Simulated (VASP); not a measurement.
A run of VASP 6.6.1 is set up as follows.

INCAR

```
SYSTEM = SnSe
  ALGO = Normal
  EDIFF = 1E-6
  ENCUT = 520
  GGA = PS
  ISIF = 2
  ISMEAR = -1
  LASPH = .True.
  LCHARG = .False.
  LREAL = .False.
  LWAVE = .False.
  NBANDS = 17
  NELM = 100
  PREC = Accurate
  SIGMA = 0.05
```

The input KPOINTS:

```
k-points
0
Gamma
  8 8 8
  0 0 0
```

Contents of POSCAR:

```
SnSe
1.0
    0.0000000000      2.7003247067      2.7003247067
    2.7003247067      0.0000000000      2.7003247067
    2.7003247067      2.7003247067      0.0000000000
Sn Se
1 1
Direct
    0.0000000000      0.0000000000      0.0000000000
    0.5000000000      0.5000000000      0.5000000000
```

Potentials or basis: VASP PAW PBE potentials, release 64 (Sn_d, Se).

Launch:

```bash
$ cat potpaw_PBE.64/Sn_d/POTCAR potpaw_PBE.64/Se/POTCAR > POTCAR
$ mpirun -np 1 vasp_std > vasp.out
```

Question: Estimate the band gap on the k mesh.

Answer: 0.22 eV, indirect (least direct gap 0.32 eV).

Question: Predict the pressure.

Answer: 30.2 GPa.

Caveat: the PAW data sets were made with another functional, which shifts forces and pressure a little; spin-orbit coupling is left out, which moves the levels of the heavy elements. A k mesh can miss the band edges.
